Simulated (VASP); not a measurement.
# Sc2GaAs3 (P-6m2) in VASP: a series of runs

Runs on Sc2GaAs3. Level: PBE. Tasks: single point, relaxation of cell and atoms.

Program: VASP 6.6.1. These are calculated values, not measurements. Logs are shortened: lines on timing, memory, paths and dates and some standing lists are left out, and cuts for length are marked.

## Step 1: The cell of the first run

The structure is hexagonal, space group P-6m2 (No. 187). The conventional cell has a = 4.509 Å, b = 4.509 Å, c = 8.092 Å, α = 90.00°, β = 90.00°, γ = 120.00°. Within 3.5 Å of Sc (site symmetry 3m) lie 7 As at 2.64 to 2.96 Å and 1 Sc at 2.80 Å. Ga (site symmetry -6m2) has 3 As at 2.60 Å within 3.4 Å. As (site symmetry -6m2) has 3 As at 2.60 Å and 6 Sc at 2.96 Å within 3.4 Å. As (site symmetry -6m2) has 3 As at 2.60 Å and 6 Sc at 2.96 Å within 3.4 Å. Within 3.4 Å of As (site symmetry -6m2) lie 3 Ga at 2.60 Å and 2 Sc at 2.64 Å.

The cell was generated, and may not be a known phase.

## Step 2: Single point, PBE

INCAR reads:

```
SYSTEM = Sc2GaAs3
  PREC = Accurate
  ENCUT = 500
  EDIFF = 1E-6
  ISMEAR = 0
  SIGMA = 0.1
  LREAL = .FALSE.
  LASPH = .TRUE.
  NELM = 120
  ALGO = Normal
  ISIF = 2
  LWAVE = .FALSE.
  LCHARG = .TRUE.
  GGA = PE
  LELF = .TRUE.
  LVHAR = .TRUE.
  NBANDS = 34
  GGA_COMPAT = .FALSE.
```

KPOINTS reads:

```
Automatic mesh
0
G
  6 6 2
  0 0 0
```

POSCAR reads:

```
Sc2GaAs3
1.0
    4.5093776358      0.0000000030      0.0000000000
   -2.2546888205      3.9052355863      0.0000000000
    0.0000000000      0.0000000000      8.0921760188
Sc Ga As
2 1 3
Direct
    0.0000000000      0.0000000000      0.6731887490
    0.0000000000      0.0000000000      0.3268112510
    0.3333333333      0.6666666667      0.0000000000
    0.3333333333      0.6666666667      0.5000000000
    0.6666666667      0.3333333333      0.5000000000
    0.0000000000      0.0000000000      0.0000000000
```

Potentials or basis: VASP PAW PBE potentials, release 64 (Sc_sv, Ga_d, As).

On the command line:

```sh
$ cat potpaw_PBE.64/Sc_sv/POTCAR potpaw_PBE.64/Ga_d/POTCAR potpaw_PBE.64/As/POTCAR > POTCAR
$ mpirun -np 1 vasp_std > vasp.out
```

OUTCAR:

```text
SYSTEM = Sc2GaAs3
   PREC = Accurate
   ENCUT = 500
   EDIFF = 1E-6
   ISMEAR = 0
   LREAL = .FALSE.
   LASPH = .TRUE.
   NELM = 120
   ISIF = 2
   GGA = PE

 ion  position               nearest neighbor table
   1  0.000  0.000  0.673-   6 2.64   2 2.80   5 2.96   4 2.96   4 2.96   5 2.96   5 2.96   4 2.96

   2  0.000  0.000  0.327-   6 2.64   1 2.80   5 2.96   4 2.96   4 2.96   5 2.96   5 2.96   4 2.96

   3  0.333  0.667  0.000-   6 2.60   6 2.60   6 2.60
   4  0.333  0.667  0.500-   5 2.60   5 2.60   5 2.60   1 2.96   2 2.96   2 2.96   1 2.96   2 2.96
                             1 2.96
   5  0.667  0.333  0.500-   4 2.60   4 2.60   4 2.60   1 2.96   2 2.96   1 2.96   2 2.96   1 2.96
                             2 2.96
   6  0.000  0.000  0.000-   3 2.60   3 2.60   3 2.60   1 2.64   2 2.64

  LATTYP: Found a hexagonal cell.
 ALAT       =     4.5093776358
 C/A-ratio  =     1.7945216995

  Lattice vectors:

 A1 = (   4.5093776358,   0.0000000030,   0.0000000000)
 A2 = (  -2.2546888205,   3.9052355863,   0.0000000000)
 A3 = (   0.0000000000,   0.0000000000,   8.0921760188)

Analysis of symmetry for initial positions (statically):
=====================================================================
 Subroutine PRICEL returns:
 Original cell was already a primitive cell.

 Routine SETGRP: Setting up the symmetry group for a
 hexagonal supercell.

 Subroutine GETGRP returns: Found 12 space group operations
 (whereof 12 operations were pure point group operations)
 out of a pool of 24 trial point group operations.

The static configuration has the point symmetry D_3h.

Analysis of symmetry for dynamics (positions and initial velocities):
=====================================================================
 Subroutine PRICEL returns:
 Original cell was already a primitive cell.

 Routine SETGRP: Setting up the symmetry group for a
 hexagonal supercell.

 Subroutine GETGRP returns: Found 12 space group operations
 (whereof 12 operations were pure point group operations)
 out of a pool of 24 trial point group operations.

The dynamic configuration has the point symmetry D_3h.

 Subroutine INISYM returns: Found 12 space group operations
 (whereof 12 operations are pure point group operations),
 and found     1 'primitive' translations

----------------------------------------------------------------------------------------

[... 90 lines left out ...]
   LREAL  =      F    real-space projection
   EDIFFG = 0.1E-04   stopping-criterion for IOM
   NSW    =      0    number of steps for IOM
   IBRION =     -1    ionic relax: 0-MD 1-quasi-New 2-CG
   NFREE  =      0    steps in history (QN), initial steepest desc. (CG)
   ISIF   =      2    stress and relaxation
   ISYM   =      2    0-nonsym 1-usesym 2-fastsym
   POTIM  = 0.5000    time-step for ionic-motion
   TEBEG  =    0.0;   TEEND  =   0.0 temperature during run
   PSTRESS=    0.0 pullay stress
   NELECT =      50.0000    total number of electrons
   NUPDOWN=      -1.0000    fix difference up-down
   EMIN   =  10.00;   EMAX   =-10.00  energy-range for DOS
   EFERMI =   0.00;   METHOD = LEGACY
   ISMEAR =     0;   SIGMA  =   0.10  broadening in eV -4-tet -1-fermi 0-gaus
   EFERMI_NEDOS =   21; number of points for ismear=-14 and -15
   IALGO  =     38    algorithm
   IMIX   =      4    mixing-type and parameters
     AMIX     =   0.40;   BMIX     =  1.00
     AMIX_MAG =   1.60;   BMIX_MAG =  1.00
  volume/ion in A,a.u.               =      23.75       160.28
  Fermi-wavevector in a.u.,A,eV,Ry     =   1.154663  2.181996 18.139910  1.333246
  Thomas-Fermi vector in A             =   2.291297
   LORBIT       =      0    0 simple, 1 ext, 2 COOP (PROOUT), +10 PAW based schemes
   GGA     = PE    functional components
   LHFCALC =     F    Hartree Fock is set to
   AEXX    =    0.0000 exact exchange contribution
   IVDW    =     0    specifies the selected vdW correction
   LEPSILON=     F    determine dielectric tensor
   LRPA    =     F    only Hartree local field effects (RPA)
 non-spin polarized calculation
 Gauss-broadening in eV      SIGMA  =   0.10
  energy-cutoff  :      500.00
  volume of cell :      142.50
 maximum number of plane-waves:      3654
 NGX is ok and might be reduce to    36
   NGX = 17   NGY = 17   NGZ = 29

 number of electron      50.0000014 magnetization

 Free energy of the ion-electron system (eV)
  ---------------------------------------------------
  ext. energy  EPLUGINS =         0.00000000
  ---------------------------------------------------
  free energy    TOTEN  =       -31.60033150 eV

  energy without entropy =      -31.57539882  energy(sigma->0) =      -31.58786516

 E-fermi :   4.3837     XC(G=0):  -9.5290

 val. band max:        4.3733512237   @ k =   0.1667   0.1667   0.0000
 cond. band min:       4.4062436352   @ k =   0.1667   0.1667   0.5000
 fundamental gap:      0.0328924114
 Fermi energy:         4.3837408597

 k-point     1 :       0.0000    0.0000    0.0000
  band No.  band energies     occupation
      1     -45.6467      2.00000
      2     -45.5891      2.00000
      3     -24.5222      2.00000
      4     -24.2869      2.00000
      5     -24.2869      2.00000
      6     -24.2319      2.00000
[... 507 lines left out ...]
     33       6.7355      0.00000
     34       6.9213      0.00000

------------------------ aborting loop because EDIFF is reached ----------------------------------------

  FORCE on cell =-STRESS in cart. coord.  units (eV):
  Direction    XX          YY          ZZ          XY          YZ          ZX
  --------------------------------------------------------------------------------------
  -------------------------------------------------------------------------------------
  Total        0.1695025      0.1695025      0.2703036     -0.0000000      0.0000000      0.0000000
  in kB        1.9057135      1.9057135      3.0390175     -0.0000000      0.0000000      0.0000000
  external PRESSURE =       2.2834815 kB  Pullay stress =       0.0000000 kB

 VOLUME and BASIS-vectors are now :
 -----------------------------------------------------------------------------
  energy-cutoff  :      500.00
  volume of cell :      142.50
      direct lattice vectors                 reciprocal lattice vectors
     4.509377636  0.000000003  0.000000000     0.221760092  0.128033249  0.000000000
    -2.254688821  3.905235586  0.000000000    -0.000000000  0.256066498  0.000000000
     0.000000000  0.000000000  8.092176019     0.000000000  0.000000000  0.123576155

 POSITION                                       TOTAL-FORCE (eV/Angst)
 -----------------------------------------------------------------------------------
      0.00000      0.00000      5.44756        -0.000000     -0.000000      0.017995
      0.00000      0.00000      2.64461         0.000000     -0.000000     -0.017995
     -0.00000      2.60349      0.00000        -0.000000     -0.000000      0.000000
     -0.00000      2.60349      4.04609        -0.000000      0.000000      0.000000
      2.25469      1.30175      4.04609        -0.000000      0.000000      0.000000
      0.00000      0.00000      0.00000         0.000000     -0.000000      0.000000
 -----------------------------------------------------------------------------------
    total drift:                               -0.000001      0.000000     -0.000000

  FREE ENERGIE OF THE ION-ELECTRON SYSTEM (eV)
  ---------------------------------------------------
  free  energy   TOTEN  =       -31.6003315009 eV

  energy  without entropy=      -31.5753988209  energy(sigma->0) =      -31.58786516
```

Run time: 92 s. Hardware: 1 thread of Intel Xeon 6975P-C (Granite Rapids), shared host; peak memory 0.28 GiB.

Results:

- Free energy: -31.6003 eV
- Pressure: 0.2 GPa
- Largest force: 0.018 eV/Å
- Band gap on the k mesh: zero (bands 25 and 26 overlap by 0.92 eV)

Forces in eV/Å, atoms in the order of the input:
```
Sc   0.000  0.000  0.018
Sc   0.000  0.000 -0.018
Ga   0.000  0.000  0.000
As   0.000  0.000  0.000
As   0.000  0.000  0.000
As   0.000  0.000  0.000
```

Caveat: the k points lie up to 0.39 Å⁻¹ apart, too coarse for converged energies and pressures of a metal.

## Step 3: Relaxation of cell and atoms, PBE

This run uses another cell than the first one, of 23.28 Å³/atom.

INCAR reads:

```
ALGO     = Normal         # electronic algorithm
EDIFF    = 1E-7           # SCF threshold, eV
EDIFFG   = -0.04          # ionic threshold
ENCUT    = 500            # plane-wave cutoff, eV
GGA      = PE             # functional
GGA_COMPAT= False        
IBRION   = 2              # ionic algorithm
ISIF     = 3              # what is computed and relaxed
ISMEAR   = 0              # smearing method
LASPH    = True           # aspherical terms in the spheres
LCHARG   = False          # write CHGCAR
LREAL    = False          # projectors in reciprocal space
LWAVE    = False          # write WAVECAR
NELM     = 120            # most SCF steps
NELMIN   = 4            
NSW      = 90             # ionic steps
PREC     = Accurate       # precision mode
SIGMA    = 0.1            # smearing width, eV
```

KPOINTS reads:

```
k-points
0
Gamma
  6 6 2
```

POSCAR reads:

```
Sc2GaAs3
1.0
    4.2808967300      0.0000000000      0.0000000000
   -2.1404483700      3.7073653200      0.0000000000
    0.0000000000      0.0000000000      8.7999820600
Sc Ga As
2 1 3
Direct
    0.0000000000      0.0000000000      0.6932615900
    0.0000000000      0.0000000000      0.3067384100
    0.3333333300      0.6666666700      0.0000000000
    0.3333333300      0.6666666700      0.5000000000
    0.6666666700      0.3333333300      0.5000000000
    0.0000000000      0.0000000000      0.0000000000
```

Potentials or basis: VASP PAW PBE potentials, release 64 (Sc_sv, Ga_d, As).

On the command line:

```sh
$ cat potpaw_PBE.64/Sc_sv/POTCAR potpaw_PBE.64/Ga_d/POTCAR potpaw_PBE.64/As/POTCAR > POTCAR
$ mpirun -np 1 vasp_std > vasp.out
```

Run time: 11 min. Hardware: 1 thread of Intel Xeon 6975P-C (Granite Rapids), shared host; peak memory 0.28 GiB.

The run converged. Its results:

```
Free energy                           : -31.5991 eV
Relaxed volume                        : 23.87 Å³/atom
Relaxed cell                          : a = 4.513 Å, b = 4.513 Å, c = 8.121 Å, α = 90.00°, β = 90.00°, γ = 120.00°
Space group after relaxing (to 0.1 Å) : P-6m2 (No. 187)
Energy gained by relaxing             : 81.0 meV/atom
Ionic steps                           : 11
Pressure after relaxing               : -0.1 GPa
Largest force after relaxing          : 0.007 eV/Å
Band gap on the k mesh                : zero (bands 25 and 26 overlap by 0.91 eV)
```

Forces in eV/Å, atoms in the order of the input:
```
Sc   0.000  0.000 -0.007
Sc   0.000  0.000  0.007
Ga   0.000  0.000  0.000
As   0.000  0.000  0.000
As   0.000  0.000  0.000
As   0.000  0.000  0.000
```

Stress tensor (GPa, compression positive):
```
-0.02  0.00  0.00
 0.00 -0.02  0.00
 0.00  0.00 -0.18
```

Step by step:
```csv
step,energy change (eV),largest force (eV/Å),pressure (GPa),volume (Å³)
1,0.0000,0.5670,0.88,139.66
2,-0.3025,0.7390,-0.27,142.02
3,-0.3346,0.9157,-0.38,142.95
4,-0.4174,0.6412,0.13,142.12
5,-0.3950,1.0758,1.75,139.85
6,-0.4680,0.2294,0.72,141.28
7,-0.4729,0.1035,1.00,140.85
8,-0.4735,0.0060,0.93,140.97
9,-0.4704,0.4007,-0.48,144.37
10,-0.4827,0.1796,0.26,142.55
11,-0.4858,0.0068,-0.08,143.24
```

Final structure:
```
Sc Ga As
1.0
     4.51302    0.00000    0.00000
    -2.25651    3.90839    0.00000
     0.00000    0.00000    8.12058
Sc Ga As
2 1 3
Direct
  0.00000 0.00000 0.67337
  0.00000 0.00000 0.32663
  0.33333 0.66667 0.00000
  0.33333 0.66667 0.50000
  0.66667 0.33333 0.50000
  0.00000 0.00000 0.00000
```

Levels at points of the mesh, in eV from the Fermi level:
```csv
k point,band 22,band 23,band 24,band 25,band 26,band 27,band 28,band 29
"(0.00, 0.00, 0.00)",-2.40,-2.40,-1.65,-1.65,0.19,0.82,0.82,1.09
"(0.50, 0.00, 0.00)",-3.09,-2.26,-0.67,0.21,0.50,0.68,1.02,1.72
"(0.00, 0.00, 0.50)",-2.26,-2.26,-1.87,-1.87,-0.60,0.70,0.70,1.18
"(0.50, 0.00, 0.50)",-2.62,-2.59,-0.85,-0.11,0.51,0.77,1.12,1.76
```

(Part 1 of 2 ends here.)

The gap in the log of VASP goes by the Fermi energy; the results here count the filled bands.